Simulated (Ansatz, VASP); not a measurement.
# Two plane-wave programs on TiAl

```
Ti Al
1.0
     2.80917    0.00000    0.00000
     0.00000    3.04054    0.00000
     0.00000    0.00000    3.15638
Ti Al
1 1
Cartesian
  0.0000 0.0000 0.0000
  1.4046 1.5203 1.5782
```

Change from the starting cell: normal strain along x -0.1100, normal strain along y -0.0367.

Alike in both runs: task single point; functional PBEsol; k mesh 14 × 14 × 14; occupations gaussian, width 0.15 eV; no spin polarisation.

|  | VASP | Ansatz |
| --- | --- | --- |
| version | VASP 6.6.1 | Ansatz 0.2.0 |
| potentials or method | VASP PAW PBE potentials, release 64 (Ti_sv, Al), cutoff 520 eV | scalar-relativistic, plane waves, PAW |
| valence electrons in the cell | 15 | 15 |

```tsv
	VASP	Ansatz	Ansatz less VASP
gap on the k mesh at the Fermi level (eV)	none	none	-
pressure (GPa)	25.0	25.0	+0.04
traceless stress, the component that is largest in VASP (GPa)	-3.10	-3.10	-0.006
```

VASP's potentials were made for PBE, not for PBEsol. A gap of «none» marks a metal or a gap that the smearing closes.
